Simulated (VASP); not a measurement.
# C18N in VASP: single point with PBEsol

Aim: the single point of C18N with PBEsol.

Everything below comes from runs of VASP 6.6.1. Logs are shortened: lines on timing, memory, paths and dates and some standing lists are left out, and cuts for length are marked.

## 1. The cell of the first run

The cell holds a slab with vacuum, 19 atoms: a = 7.398 Å, b = 7.398 Å, c = 12.000 Å, α = 90.00°, β = 90.00°, γ = 120.00°.

## 2. Single point, PBEsol, collinear spin, ferromagnetic start

Input file INCAR:

```
ALGO = Normal
EDIFF = 1E-7
ENCUT = 520
GGA = PS
ISIF = 2
ISMEAR = -1
ISPIN = 2
LASPH = True
LCHARG = True
LELF = True
LORBIT = 11
LREAL = Auto
LVHAR = True
LWAVE = False
MAGMOM = 0 0 0 0 0 0 0 0 0 0 0 0 0 0 0 0 0 0 0.27
NBANDS = 58
NELM = 150
PREC = Accurate
SIGMA = 0.02
```

Input file KPOINTS:

```
k-points
0
Gamma
  2 2 1
```

Input file POSCAR:

```
C18N
1.0
    7.3980000000      0.0000000000      0.0000000000
   -3.6990000000      6.4068560000      0.0000000000
    0.0000000000      0.0000000000     12.0000000000
C N
18 1
Direct
   -0.0056404566     -0.0073714783      0.0824847500
    0.2196819052      0.1142089037      0.0888837500
   -0.0001460677      0.3284172455      0.0811734167
    0.2233018284      0.4423987366      0.0725373333
   -0.0003438755      0.6596155743      0.0786465000
    0.2181031457      0.7676766888      0.0832515833
    0.3283545060     -0.0082558434      0.1074094167
    0.5575972485      0.1084816016      0.0944269167
    0.3374973777      0.3375576102      0.0697415000
    0.5557478898      0.4416823166      0.0760165833
    0.3331808470      0.6634422562      0.0786093333
    0.5557341970      0.7736132980      0.0853540000
    0.6659024863     -0.0033807534      0.0915729167
    0.8873133997      0.1058292866      0.0868504167
    0.6657514090      0.3269815960      0.0841094167
    0.8883199611      0.4370557103      0.0805057500
    0.6666675636      0.6640601880      0.0804830000
    0.8886772258      0.7727799720      0.0815141667
    1.2451533092      1.0566288676      0.2014285833
```

Potentials or basis: VASP PAW PBE potentials, release 64 (C, N).

On the command line:

```bash
$ cat potpaw_PBE.64/C/POTCAR potpaw_PBE.64/N/POTCAR > POTCAR
$ mpirun -np 1 vasp_std > vasp.out
```

OUTCAR:

```text
EDIFF = 1E-7
   ENCUT = 520
   GGA = PS
   ISIF = 2
   ISMEAR = -1
   ISPIN = 2
   LASPH = True
   LORBIT = 11
   LREAL = Auto
   NELM = 150
   PREC = Accurate

 ion  position               nearest neighbor table
   1  0.994  0.993  0.082-  18 1.41  14 1.41   2 1.45
   2  0.220  0.114  0.089-   1 1.45   9 1.45  19 1.46   7 1.50
   3  1.000  0.328  0.081-  16 1.41  14 1.43   4 1.44
   4  0.223  0.442  0.073-   9 1.40  11 1.42   3 1.44
   5  1.000  0.660  0.079-   6 1.40  16 1.43  18 1.44
   6  0.218  0.768  0.083-   5 1.40  11 1.41   7 1.46
   7  0.328  0.992  0.107-   6 1.46  19 1.48   8 1.48   2 1.50
   8  0.558  0.108  0.094-  15 1.41  13 1.41   7 1.48
   9  0.337  0.338  0.070-  10 1.40   4 1.40   2 1.45
  10  0.556  0.442  0.076-   9 1.40  17 1.43  15 1.44
  11  0.333  0.663  0.079-   6 1.41   4 1.42  12 1.43
  12  0.556  0.774  0.085-  17 1.41  11 1.43  13 1.43
  13  0.666  0.997  0.092-   8 1.41  14 1.42  12 1.43
  14  0.887  0.106  0.087-   1 1.41  13 1.42   3 1.43
  15  0.666  0.327  0.084-   8 1.41  16 1.43  10 1.44
  16  0.888  0.437  0.081-   3 1.41   5 1.43  15 1.43
  17  0.667  0.664  0.080-  12 1.41  18 1.42  10 1.43
  18  0.889  0.773  0.082-   1 1.41  17 1.42   5 1.44
  19  0.245  0.057  0.201-   2 1.46   7 1.48

  LATTYP: Found a hexagonal cell.
 ALAT       =     7.3980000000
 C/A-ratio  =     1.6220600162

  Lattice vectors:

 A1 = (   7.3980000000,   0.0000000000,   0.0000000000)
 A2 = (  -3.6990000000,   6.4068560000,   0.0000000000)
 A3 = (   0.0000000000,   0.0000000000,  12.0000000000)

Analysis of symmetry for initial positions (statically):
=====================================================================
 Subroutine PRICEL returns:
 Original cell was already a primitive cell.

 Routine SETGRP: Setting up the symmetry group for a
 hexagonal supercell.

 Subroutine GETGRP returns: Found  1 space group operations
 (whereof  1 operations were pure point group operations)
 out of a pool of 24 trial point group operations.

The static configuration has the point symmetry C_1 .

Analysis of symmetry for dynamics (positions and initial velocities):
=====================================================================
 Subroutine PRICEL returns:
 Original cell was already a primitive cell.

 Routine SETGRP: Setting up the symmetry group for a
 hexagonal supercell.

 Subroutine GETGRP returns: Found  1 space group operations
 (whereof  1 operations were pure point group operations)
 out of a pool of 24 trial point group operations.

The dynamic configuration has the point symmetry C_1 .

Analysis of structural, dynamic, and magnetic symmetry:
=====================================================================
 Subroutine PRICEL returns:
 Original cell was already a primitive cell.

 Routine SETGRP: Setting up the symmetry group for a
 hexagonal supercell.

 Subroutine GETGRP returns: Found  1 space group operations
 (whereof  1 operations were pure point group operations)
 out of a pool of 24 trial point group operations.

The overall configuration has the point symmetry C_1 .

 Subroutine INISYM returns: Found  1 space group operations
 (whereof  1 operations are pure point group operations),
 and found     1 'primitive' translations

----------------------------------------------------------------------------------------

                                     Primitive cell

  volume of cell :     568.7750

  direct lattice vectors                    reciprocal lattice vectors
     7.398000000  0.000000000  0.000000000     0.135171668  0.078041398  0.000000000
    -3.699000000  6.406856000  0.000000000     0.000000000  0.156082796  0.000000000
     0.000000000  0.000000000 12.000000000     0.000000000  0.000000000  0.083333333

[... 71 lines left out ...]

 Following reciprocal coordinates:
            Coordinates               Weight
  0.000000  0.000000  0.000000      1.000000
  0.500000  0.000000  0.000000      1.000000
  0.000000  0.500000  0.000000      1.000000
  0.500000  0.500000  0.000000      1.000000
   k-points           NKPTS =      4   k-points in BZ     NKDIM =      4   number of bands    NBANDS=     58
   number of dos      NEDOS =    301   number of ions     NIONS =     19
   total plane-waves  NPLWV = 282240
   dimension x,y,z NGX =    56 NGY =   56 NGZ =   90
   dimension x,y,z NGXF=   112 NGYF=  112 NGZF=  180
   ions per type =              18   1
   NGX,Y,Z   is equivalent  to a cutoff of  12.58, 12.58, 12.47 a.u.
   NGXF,Y,Z  is equivalent  to a cutoff of  25.17, 25.17, 24.94 a.u.
 SYSTEM =  unknown system
   PREC   = accura    normal or accurate (medium, high low for compatibility)
   ISTART =      0    job   : 0-new  1-cont  2-samecut
   ICHARG =      2    charge: 1-file 2-atom 10-const
   ISPIN  =      2    spin polarized calculation?
   LNONCOLLINEAR =      F non collinear calculations
   LSORBIT =      F    spin-orbit coupling
   LASPH  =      T    aspherical Exc in radial PAW
   ENCUT  =  520.0 eV  38.22 Ry    6.18 a.u.  13.76 13.76 22.31*2*pi/ulx,y,z
   NELM   =    150;   NELMIN=  2; NELMDL= -5     # of ELM steps
   EDIFF  = 0.1E-06   stopping-criterion for ELM
   LREAL  =      T    real-space projection
   EDIFFG = 0.1E-05   stopping-criterion for IOM
   NSW    =      0    number of steps for IOM
   IBRION =     -1    ionic relax: 0-MD 1-quasi-New 2-CG
   NFREE  =      0    steps in history (QN), initial steepest desc. (CG)
   ISIF   =      2    stress and relaxation
   ISYM   =      2    0-nonsym 1-usesym 2-fastsym
   POTIM  = 0.5000    time-step for ionic-motion
   TEBEG  =    0.0;   TEEND  =   0.0 temperature during run
   PSTRESS=    0.0 pullay stress
   NELECT =      77.0000    total number of electrons
   NUPDOWN=      -1.0000    fix difference up-down
   EMIN   =  10.00;   EMAX   =-10.00  energy-range for DOS
   EFERMI =   0.00;   METHOD = LEGACY
   ISMEAR =    -1;   SIGMA  =   0.02  broadening in eV -4-tet -1-fermi 0-gaus
   EFERMI_NEDOS =   21; number of points for ismear=-14 and -15
   IALGO  =     38    algorithm
   IMIX   =      4    mixing-type and parameters
     AMIX     =   0.40;   BMIX     =  1.00
     AMIX_MAG =   1.60;   BMIX_MAG =  1.00
  volume/ion in A,a.u.               =      29.94       202.01
  Fermi-wavevector in a.u.,A,eV,Ry     =   0.840604  1.588512  9.614087  0.706615
  Thomas-Fermi vector in A             =   1.955013
   LORBIT       =     11    0 simple, 1 ext, 2 COOP (PROOUT), +10 PAW based schemes
   GGA     = PS    functional components
   LHFCALC =     F    Hartree Fock is set to
   AEXX    =    0.0000 exact exchange contribution
   IVDW    =     0    specifies the selected vdW correction
   LEPSILON=     F    determine dielectric tensor
   LRPA    =     F    only Hartree local field effects (RPA)
 spin polarized calculation
  energy-cutoff  :      520.00
  volume of cell :      568.78
 maximum number of plane-waves:     15363
 NGX is ok and might be reduce to    56
   NGX = 27   NGY = 27   NGZ = 45

 number of electron      76.9999998 magnetization       0.6037084

 Free energy of the ion-electron system (eV)
  ---------------------------------------------------
  ext. energy  EPLUGINS =         0.00000000
  ---------------------------------------------------
  free energy    TOTEN  =      -177.49803030 eV

  energy without entropy =     -177.48878201  energy(sigma->0) =     -177.49340616

 E-fermi :  -2.1456     XC(G=0):  -3.7653

 val. band max:       -2.4462170677   @ k =   0.0000   0.0000   0.0000
 cond. band min:      -2.1438260192   @ k =   0.0000   0.5000   0.0000
 fundamental gap:      0.3023910485
 Fermi energy:        -2.1456078476

 spin component 1

 k-point     1 :       0.0000    0.0000    0.0000
  band No.  band energies     occupation
      1     -23.0123      1.00000
      2     -20.9275      1.00000
      3     -19.1143      1.00000
      4     -19.0793      1.00000
      5     -19.0099      1.00000
      6     -18.9586      1.00000
[... 201 lines left out ...]
     49       4.1611      0.00000
     50       4.3303      0.00000
 Fermi energy:        -2.1456078476

 spin component 2

 k-point     1 :       0.0000    0.0000    0.0000
  band No.  band energies     occupation
      1     -22.8019      1.00000
      2     -20.8605      1.00000
      3     -19.1044      1.00000
      4     -19.0661      1.00000
      5     -18.9942      1.00000
      6     -18.9452      1.00000
[... 201 lines left out ...]
     49       4.1804      0.00000
     50       4.3322      0.00000
 [bands above 50 left out]

------------------------ aborting loop because EDIFF is reached ----------------------------------------

  FORCE on cell =-STRESS in cart. coord.  units (eV):
  Direction    XX          YY          ZZ          XY          YZ          ZX
  --------------------------------------------------------------------------------------
  -------------------------------------------------------------------------------------
  Total        0.0578109      3.6400099      0.6509896      0.6184796      0.1342994      1.5614456
  in kB        0.1628469     10.2535111      1.8337667      1.7421896      0.3783068      4.3984220
  external PRESSURE =       4.0833749 kB  Pullay stress =       0.0000000 kB

 VOLUME and BASIS-vectors are now :
 -----------------------------------------------------------------------------
  energy-cutoff  :      520.00
  volume of cell :      568.78
      direct lattice vectors                 reciprocal lattice vectors
     7.398000000  0.000000000  0.000000000     0.135171668  0.078041398  0.000000000
    -3.699000000  6.406856000  0.000000000     0.000000000  0.156082796  0.000000000
     0.000000000  0.000000000 12.000000000     0.000000000  0.000000000  0.083333333

 POSITION                                       TOTAL-FORCE (eV/Angst)
 -----------------------------------------------------------------------------------
      3.68454      6.35963      0.98982        -0.335328      0.003362     -0.657534
      1.20275      0.73172      1.06661        -0.236996     -0.054728      0.462460
      6.18210      2.10412      0.97408        -0.047829      0.044938     -0.112549
      0.01555      2.83438      0.87045        -0.044654     -0.018155     -0.013913
      4.95554      4.22606      0.94376        -0.021710      0.067355      0.062135
     -1.22611      4.91839      0.99902        -0.019719      0.004523      0.050779
[... 11 lines left out ...]
      3.71592      4.95109      0.97817        -0.082499      0.093228     -0.009620
      1.60417      0.36281      2.41714         1.063910      0.103760      0.545717
 -----------------------------------------------------------------------------------
    total drift:                               -0.003574     -0.001008      0.001585

  FREE ENERGIE OF THE ION-ELECTRON SYSTEM (eV)
  ---------------------------------------------------
  free  energy   TOTEN  =      -177.4980302995 eV

  energy  without entropy=     -177.4887820113  energy(sigma->0) =     -177.49340616

 total charge

# of ion       s       p       d       tot
------------------------------------------
    1        0.866   1.772   0.000   2.638
    2        0.842   1.808   0.000   2.650
    3        0.856   1.783   0.000   2.640
    4        0.861   1.786   0.000   2.647
    5        0.857   1.790   0.000   2.648
    6        0.864   1.780   0.000   2.644
[... 11 lines left out ...]
   18        0.858   1.780   0.000   2.638
   19        1.319   2.338   0.000   3.657
--------------------------------------------------
tot         16.746  34.451   0.000  51.196

 magnetization (x)

# of ion       s       p       d       tot
------------------------------------------
    1        0.003  -0.009   0.000  -0.007
    2       -0.000   0.001   0.000   0.001
    3       -0.000  -0.003   0.000  -0.004
    4        0.001   0.013   0.000   0.014
    5       -0.001  -0.020   0.000  -0.022
    6        0.003   0.027   0.000   0.030
[... 11 lines left out ...]
   18        0.002   0.030   0.000   0.032
   19        0.009   0.353   0.000   0.362
--------------------------------------------------
tot          0.018   0.401   0.000   0.419
```

Wall time 16 min (1 thread of AMD EPYC 7R13 (Zen 3), shared host); peak memory 0.82 GiB.

Results:

```
Free energy                                           : -177.4980 eV
Largest force                                         : 1.200 eV/Å
Net moment                                            : 0.60 μB per cell
Site moments                                          : C -0.01, +0.00, -0.00, +0.01, -0.02, +0.03, +0.02 (each value once); N +0.36 μB
Valence electrons inside the program's atomic spheres : C 2.64, 2.65, 2.60, 2.63, 2.66 (each value once); N 3.66
```

Forces on the atoms (eV/Å):
```
C   -0.335  0.003 -0.658
C   -0.237 -0.055  0.462
C   -0.048  0.045 -0.113
C   -0.045 -0.018 -0.014
C   -0.022  0.067  0.062
C   -0.020  0.005  0.051
C    0.170 -0.059  0.236
C   -0.008  0.019 -0.132
C   -0.040 -0.099  0.221
C   -0.052 -0.039  0.119
C   -0.029 -0.033 -0.056
C   -0.041 -0.014 -0.079
C   -0.068 -0.035 -0.226
C   -0.083 -0.026 -0.426
C   -0.024  0.010 -0.004
C   -0.021  0.052 -0.001
C   -0.078 -0.021  0.020
C   -0.082  0.093 -0.010
N    1.064  0.104  0.546
```

Caveat: the k points lie up to 0.49 Å⁻¹ apart; there is no dipole correction, which matters where the two faces differ; the PAW data sets were made with another functional, which shifts forces and pressure a little.
